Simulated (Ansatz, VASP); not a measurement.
One calculation of Pt, two programs

```
Pt
1.0
     0.00000    1.96997    1.96997
     1.96997    0.00000    1.96997
     1.96997    1.96997    0.00000
Pt
1
Direct
  0.00000 0.00000 0.00000
```

Alike in both runs: functional r2SCAN; k mesh 18 × 18 × 18; occupations gaussian, width 0.1 eV; no spin polarisation.

Ansatz relaxed the structure, and its values are those at the end. VASP's run is a single point on that final structure, the one shown.

|  | VASP | Ansatz |
| --- | --- | --- |
| version | VASP 6.6.1 | Ansatz 0.2.0 |
| potentials or method | VASP PAW PBE potentials, release 64 (Pt), cutoff 550 eV | scalar-relativistic, plane waves, PAW |
| valence electrons in the cell | 10 | 18 |

|  | VASP | Ansatz | Ansatz less VASP |
| --- | --- | --- | --- |
| gap on the k mesh at the Fermi level (eV) | none | none | - |
| pressure (GPa) | 0.8 | 0.0 | -0.77 |

VASP's potentials were made for PBE, not for r2SCAN. A gap of «none» marks a metal or a gap that the smearing closes. VASP's potentials hold 10 valence electrons a cell and Ansatz's 18, so a difference there can come from the potentials and not from the codes.

Spin-orbit coupling is off throughout.
